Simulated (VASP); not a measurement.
# AlNi3 (R-3m) in VASP: a series of runs

Runs on AlNi3. Level: PBEsol. Tasks: single point.

All numbers are computed with VASP 6.6.1; they aren't measurements. Logs are shortened: lines on timing, memory, paths and dates and some standing lists are left out, and cuts for length are marked.

### 1 The cell of the first run

It takes space group R-3m (No. 166, trigonal). The conventional cell has a = 3.896 Å, b = 3.896 Å, c = 10.644 Å, α = 90.00°, β = 90.00°, γ = 120.00°. Within 3.2 Å of Al (site symmetry -3m) lie 14 Ni at 2.42 to 2.86 Å. Within 3.2 Å of Ni (site symmetry 3m) lie 4 Al at 2.42 to 2.66 Å and 10 Ni at 2.42 to 2.86 Å. Within 3.2 Å of Ni (site symmetry -3m) lie 8 Ni at 2.42 to 2.66 Å and 6 Al at 2.86 Å.

### 2 Single point, PBEsol (11.66 Å³/atom)

Input file INCAR:

```
SYSTEM = AlNi3
  PREC = Accurate
  ENCUT = 520
  EDIFF = 1E-6
  ISMEAR = 0
  SIGMA = 0.15
  LREAL = .FALSE.
  LASPH = .TRUE.
  NELM = 60
  ALGO = Fast
  ISIF = 2
  LWAVE = .FALSE.
  LCHARG = .TRUE.
  GGA = PS
  LELF = .TRUE.
  LVHAR = .TRUE.
  NBANDS = 24
```

Input file KPOINTS:

```
Automatic mesh
0
G
  14 14 14
  0 0 0
```

Input file POSCAR:

```
AlNi3
1.0
    0.2119283313      2.9666293450      2.9666293450
    2.9666293450      0.2119283313      2.9666293450
    2.9666293450      2.9666293450      0.2119283313
Al Ni
1 3
Direct
    0.5000000000      0.5000000000      0.5000000000
    0.2500000000      0.2500000000      0.2500000000
    0.0000000000      0.0000000000      0.0000000000
    0.7500000000      0.7500000000      0.7500000000
```

Potentials or basis: VASP PAW PBE potentials, release 64 (Al, Ni).

Launch:

```console
$ cat potpaw_PBE.64/Al/POTCAR potpaw_PBE.64/Ni/POTCAR > POTCAR
$ mpirun -np 1 vasp_std > vasp.out
```

OUTCAR:

```text
SYSTEM = AlNi3
   PREC = Accurate
   ENCUT = 520
   EDIFF = 1E-6
   ISMEAR = 0
   LREAL = .FALSE.
   LASPH = .TRUE.
   NELM = 60
   ISIF = 2
   GGA = PS

 ion  position               nearest neighbor table
   1  0.500  0.500  0.500-   2 2.42   2 2.42   2 2.42   4 2.42   4 2.42   4 2.42   4 2.66   2 2.66
                             3 2.86   3 2.86   3 2.86   3 2.86   3 2.86   3 2.86
   2  0.250  0.250  0.250-   3 2.42   3 2.42   3 2.42   1 2.42   1 2.42   1 2.42   3 2.66   1 2.66
                             4 2.86   4 2.86   4 2.86   4 2.86   4 2.86   4 2.86
   3  0.000  0.000  0.000-   4 2.42   4 2.42   4 2.42   2 2.42   2 2.42   2 2.42   4 2.66   2 2.66
                             1 2.86   1 2.86   1 2.86   1 2.86   1 2.86   1 2.86
   4  0.750  0.750  0.750-   1 2.42   1 2.42   1 2.42   3 2.42   3 2.42   3 2.42   3 2.66   1 2.66
                             2 2.86   2 2.86   2 2.86   2 2.86   2 2.86   2 2.86

  LATTYP: Found a trigonal (rhomboedric) cell.
 ALAT       =     4.2007967052
 COS(alpha) =     0.5699830165

  Lattice vectors:

 A1 = (   0.2119283313,   2.9666293450,   2.9666293450)
 A2 = (   2.9666293450,   0.2119283313,   2.9666293450)
 A3 = (   2.9666293450,   2.9666293450,   0.2119283313)

Analysis of symmetry for initial positions (statically):
=====================================================================
 Subroutine PRICEL returns:
 Original cell was already a primitive cell.

 Routine SETGRP: Setting up the symmetry group for a
 trigonal (rhombohedral) supercell.

 Subroutine GETGRP returns: Found 12 space group operations
 (whereof 12 operations were pure point group operations)
 out of a pool of 12 trial point group operations.

The static configuration has the point symmetry D_3d.

Analysis of symmetry for dynamics (positions and initial velocities):
=====================================================================
 Subroutine PRICEL returns:
 Original cell was already a primitive cell.

 Routine SETGRP: Setting up the symmetry group for a
 trigonal (rhombohedral) supercell.

 Subroutine GETGRP returns: Found 12 space group operations
 (whereof 12 operations were pure point group operations)
 out of a pool of 12 trial point group operations.

The dynamic configuration has the point symmetry D_3d.

 Subroutine INISYM returns: Found 12 space group operations
 (whereof 12 operations are pure point group operations),
 and found     1 'primitive' translations

----------------------------------------------------------------------------------------

                                     Primitive cell

  volume of cell :      46.6320

  direct lattice vectors                    reciprocal lattice vectors
     0.211928331  2.966629345  2.966629345    -0.187767543  0.175248260  0.175248260
     2.966629345  0.211928331  2.966629345     0.175248260 -0.187767543  0.175248260
     2.966629345  2.966629345  0.211928331     0.175248260  0.175248260 -0.187767543

  length of vectors
     4.200796705  4.200796705  4.200796705     0.310934970  0.310934970  0.310934970

  position of ions in fractional coordinates (direct lattice)
     0.500000000  0.500000000  0.500000000
     0.250000000  0.250000000  0.250000000
     0.000000000  0.000000000  0.000000000
     0.750000000  0.750000000  0.750000000

  ion indices of the primitive-cell ions
   primitive index   ion index
                 1           1
                 2           2
                 3           3
                 4           4

----------------------------------------------------------------------------------------

 KPOINTS: Automatic mesh

Automatic generation of k-mesh.
 Grid dimensions read from file:
 generate k-points for:   14   14   14

 Generating k-lattice:

  Cartesian coordinates                     Fractional coordinates (reciprocal lattice)
    -0.013411967  0.012517733  0.012517733     0.071428571  0.000000000  0.000000000
     0.012517733 -0.013411967  0.012517733     0.000000000  0.071428571  0.000000000
     0.012517733  0.012517733 -0.013411967     0.000000000  0.000000000  0.071428571

  Length of vectors
     0.022209641  0.022209641  0.022209641

  Shift w.r.t. Gamma in fractional coordinates (k-lattice)
     0.000000000  0.000000000  0.000000000

 Subroutine IBZKPT returns following result:
 ===========================================

 Found    288 irreducible k-points:

 Following reciprocal coordinates:
            Coordinates               Weight
  0.000000  0.000000  0.000000      1.000000
  0.071429  0.000000  0.000000      6.000000
  0.142857  0.000000  0.000000      6.000000
  0.214286  0.000000  0.000000      6.000000
  0.285714  0.000000  0.000000      6.000000
  0.357143  0.000000  0.000000      6.000000
[... 16 lines left out ...]
  0.214286  0.142857  0.000000     12.000000
  0.285714  0.142857  0.000000     12.000000
 [... further k-points ...]
   k-points           NKPTS =    288   k-points in BZ     NKDIM =    288   number of bands    NBANDS=     24
   number of dos      NEDOS =    301   number of ions     NIONS =      4
   total plane-waves  NPLWV =  32768
   dimension x,y,z NGX =    32 NGY =   32 NGZ =   32
   dimension x,y,z NGXF=    64 NGYF=   64 NGZF=   64
   ions per type =               1   3
   NGX,Y,Z   is equivalent  to a cutoff of  12.66, 12.66, 12.66 a.u.
   NGXF,Y,Z  is equivalent  to a cutoff of  25.33, 25.33, 25.33 a.u.
 SYSTEM =  AlNi3
   PREC   = accura    normal or accurate (medium, high low for compatibility)
   ISTART =      0    job   : 0-new  1-cont  2-samecut
   ICHARG =      2    charge: 1-file 2-atom 10-const
   ISPIN  =      1    spin polarized calculation?
   LNONCOLLINEAR =      F non collinear calculations
   LSORBIT =      F    spin-orbit coupling
   LASPH  =      T    aspherical Exc in radial PAW
   ENCUT  =  520.0 eV  38.22 Ry    6.18 a.u.   7.81  7.81  7.81*2*pi/ulx,y,z
   NELM   =     60;   NELMIN=  2; NELMDL= -5     # of ELM steps
   EDIFF  = 0.1E-05   stopping-criterion for ELM
   LREAL  =      F    real-space projection
   EDIFFG = 0.1E-04   stopping-criterion for IOM
   NSW    =      0    number of steps for IOM
   IBRION =     -1    ionic relax: 0-MD 1-quasi-New 2-CG
   NFREE  =      0    steps in history (QN), initial steepest desc. (CG)
   ISIF   =      2    stress and relaxation
   ISYM   =      2    0-nonsym 1-usesym 2-fastsym
   POTIM  = 0.5000    time-step for ionic-motion
   TEBEG  =    0.0;   TEEND  =   0.0 temperature during run
   PSTRESS=    0.0 pullay stress
   NELECT =      33.0000    total number of electrons
   NUPDOWN=      -1.0000    fix difference up-down
   EMIN   =  10.00;   EMAX   =-10.00  energy-range for DOS
   EFERMI =   0.00;   METHOD = LEGACY
   ISMEAR =     0;   SIGMA  =   0.15  broadening in eV -4-tet -1-fermi 0-gaus
   EFERMI_NEDOS =   21; number of points for ismear=-14 and -15
   IALGO  =     68    algorithm
   IMIX   =      4    mixing-type and parameters
     AMIX     =   0.40;   BMIX     =  1.00
     AMIX_MAG =   1.60;   BMIX_MAG =  1.00
  volume/ion in A,a.u.               =      11.66        78.67
  Fermi-wavevector in a.u.,A,eV,Ry     =   1.458875  2.756874 28.957507  2.128317
  Thomas-Fermi vector in A             =   2.575508
   LORBIT       =      0    0 simple, 1 ext, 2 COOP (PROOUT), +10 PAW based schemes
   GGA     = PS    functional components
   LHFCALC =     F    Hartree Fock is set to
   AEXX    =    0.0000 exact exchange contribution
   IVDW    =     0    specifies the selected vdW correction
   LEPSILON=     F    determine dielectric tensor
   LRPA    =     F    only Hartree local field effects (RPA)
 non-spin polarized calculation
 RMM-DIIS sequential band-by-band and
 Gauss-broadening in eV      SIGMA  =   0.15
  energy-cutoff  :      520.00
  volume of cell :       46.63
 maximum number of plane-waves:      1274
   NGX = 15   NGY = 15   NGZ = 15

 number of electron      32.9999994 magnetization

 Free energy of the ion-electron system (eV)
  ---------------------------------------------------
  ext. energy  EPLUGINS =         0.00000000
  ---------------------------------------------------
  free energy    TOTEN  =       -23.74055712 eV

  energy without entropy =      -23.70758415  energy(sigma->0) =      -23.72407064

 E-fermi :   9.0118     XC(G=0): -12.6428

 val. band max:        9.0069700353   @ k =  -0.4286   0.3571   0.2857
 cond. band min:       9.0133097537   @ k =   0.4286   0.0000   0.0000
 fundamental gap:      0.0063397184
 Fermi energy:         9.0117618124

 k-point     1 :       0.0000    0.0000    0.0000
  band No.  band energies     occupation
      1      -0.7830      2.00000
      2       5.6134      2.00000
      3       5.7054      2.00000
      4       5.7054      2.00000
      5       5.8693      2.00000
      6       5.8693      2.00000
[... 16 lines left out ...]
     23      16.1774      0.00000
     24      17.4058      0.00000

 k-point     2 :       0.0714    0.0000    0.0000
  band No.  band energies     occupation
      1      -0.7062      2.00000
      2       5.5628      2.00000
      3       5.6867      2.00000
      4       5.7568      2.00000
      5       5.8558      2.00000
      6       5.9343      2.00000
[... 16 lines left out ...]
     23      16.4395      0.00000
     24      17.1945      0.00000

 k-point     3 :       0.1429    0.0000    0.0000
  band No.  band energies     occupation
      1      -0.4772      2.00000
      2       5.5103      2.00000
      3       5.6775      2.00000
      4       5.6796      2.00000
      5       5.9541      2.00000
      6       6.0740      2.00000
[... 16 lines left out ...]
     23      16.2746      0.00000
     24      17.0064      0.00000

 k-point     4 :       0.2143    0.0000    0.0000
  band No.  band energies     occupation
      1      -0.1007      2.00000
      2       5.4473      2.00000
      3       5.5079      2.00000
      4       5.7116      2.00000
      5       6.1040      2.00000
      6       6.2406      2.00000
[... 16 lines left out ...]
     23      15.9764      0.00000
     24      16.9712      0.00000

 k-point     5 :       0.2857    0.0000    0.0000
  band No.  band energies     occupation
      1       0.4146      2.00000
      2       5.0645      2.00000
      3       5.4890      2.00000
      4       5.7793      2.00000
      5       6.2490      2.00000
      6       6.3925      2.00000
[... 16 lines left out ...]
     23      16.4062      0.00000
     24      17.0230      0.00000

 k-point     6 :       0.3571    0.0000    0.0000
  band No.  band energies     occupation
      1       1.0543      2.00000
      2       4.4084      2.00000
      3       5.4956      2.00000
      4       5.8664      2.00000
      5       6.3255      2.00000
      6       6.4394      2.00000
[... 16 lines left out ...]
     23      16.6552      0.00000
     24      17.6745      0.00000
[... 379 lines left out ...]
 k-point    21 :      -0.0714    0.0714    0.0000
  band No.  band energies     occupation
      1      -0.5739      2.00000
      2       5.5131      2.00000
      3       5.6430      2.00000
      4       5.8270      2.00000
      5       5.8768      2.00000
      6       5.9990      2.00000
[... 16 lines left out ...]
     23      16.3833      0.00000
     24      16.5872      0.00000

 k-point    22 :       0.1429    0.1429    0.0000
  band No.  band energies     occupation
      1      -0.3949      2.00000
      2       5.2819      2.00000
      3       5.8201      2.00000
      4       5.8381      2.00000
      5       5.9726      2.00000
      6       5.9930      2.00000
[... 16 lines left out ...]
     23      16.3089      0.00000
     24      17.5325      0.00000

 k-point    23 :       0.2143    0.1429    0.0000
  band No.  band energies     occupation
      1      -0.1286      2.00000
      2       5.1518      2.00000
      3       5.8051      2.00000
      4       5.9008      2.00000
      5       6.0163      2.00000
      6       6.1284      2.00000
[... 16 lines left out ...]
     23      16.4620      0.00000
     24      17.6922      0.00000

 k-point    24 :       0.2857    0.1429    0.0000
  band No.  band energies     occupation
      1       0.2807      2.00000
      2       5.0204      2.00000
      3       5.7381      2.00000
      4       5.9016      2.00000
      5       6.1055      2.00000
      6       6.2453      2.00000
[... 16 lines left out ...]
     23      16.5392      0.00000
     24      17.7254      0.00000

 [... further k-points ...]

------------------------ aborting loop because EDIFF is reached ----------------------------------------

  FORCE on cell =-STRESS in cart. coord.  units (eV):
  Direction    XX          YY          ZZ          XY          YZ          ZX
  --------------------------------------------------------------------------------------
  -------------------------------------------------------------------------------------
  Total       -2.4637362     -2.4637362     -2.4637362     -2.0947572     -2.0947572     -2.0947572
  in kB      -84.6487876    -84.6487876    -84.6487876    -71.9714449    -71.9714449    -71.9714449
  external PRESSURE =     -84.6487876 kB  Pullay stress =       0.0000000 kB

 VOLUME and BASIS-vectors are now :
 -----------------------------------------------------------------------------
  energy-cutoff  :      520.00
  volume of cell :       46.63
      direct lattice vectors                 reciprocal lattice vectors
     0.211928331  2.966629345  2.966629345    -0.187767543  0.175248260  0.175248260
     2.966629345  0.211928331  2.966629345     0.175248260 -0.187767543  0.175248260
     2.966629345  2.966629345  0.211928331     0.175248260  0.175248260 -0.187767543

 POSITION                                       TOTAL-FORCE (eV/Angst)
 -----------------------------------------------------------------------------------
      3.07259      3.07259      3.07259         0.000000     -0.000000     -0.000000
      1.53630      1.53630      1.53630        -0.038832     -0.038832     -0.038832
      0.00000      0.00000      0.00000         0.000000      0.000000     -0.000000
      4.60889      4.60889      4.60889         0.038832      0.038832      0.038832
 -----------------------------------------------------------------------------------
    total drift:                                0.000000     -0.000000      0.000000

  FREE ENERGIE OF THE ION-ELECTRON SYSTEM (eV)
  ---------------------------------------------------
  free  energy   TOTEN  =       -23.7405571190 eV

  energy  without entropy=      -23.7075841526  energy(sigma->0) =      -23.72407064
```

It took 2.5 min on 1 thread of Intel Xeon 6975P-C (Granite Rapids), shared host; peak memory 0.38 GiB.

Results:

```
Free energy            : -23.7406 eV
Pressure               : -8.5 GPa
Largest force          : 0.067 eV/Å
Band gap on the k mesh : zero (an odd number of electrons rules out a gap without spin polarisation)
```

Forces on the atoms (eV/Å):
```
Al   0.000  0.000  0.000
Ni  -0.039 -0.039 -0.039
Ni   0.000  0.000  0.000
Ni   0.039  0.039  0.039
```

Stress tensor (GPa, compression positive):
```
-8.46 -7.20 -7.20
-7.20 -8.46 -7.20
-7.20 -7.20 -8.46
```

Levels at points of the mesh, in eV from the Fermi level:
```
           k point  band 12  band 13  band 14  band 15  band 16  band 17  band 18  band 19  band 20  band 21
(0.00, 0.00, 0.00)    -0.83    -0.54    -0.54    -0.40    -0.40     3.91     4.69     5.79     5.79     5.94
(0.50, 0.00, 0.00)    -1.53    -0.76    -0.51    -0.47    -0.39    -0.13     3.62     4.07     4.19     4.52
(0.50, 0.50, 0.00)    -1.00    -0.68    -0.57    -0.56    -0.46    -0.28    -0.25    -0.05     3.56     4.85
(0.50, 0.50, 0.50)    -1.52    -0.51    -0.51    -0.40    -0.40    -0.15     4.83     4.83     5.12     5.12
```

Caveat: the cell stands under tension; the PAW data sets were made with another functional, which shifts forces and pressure a little.

(Continued in part 2 of 2.)
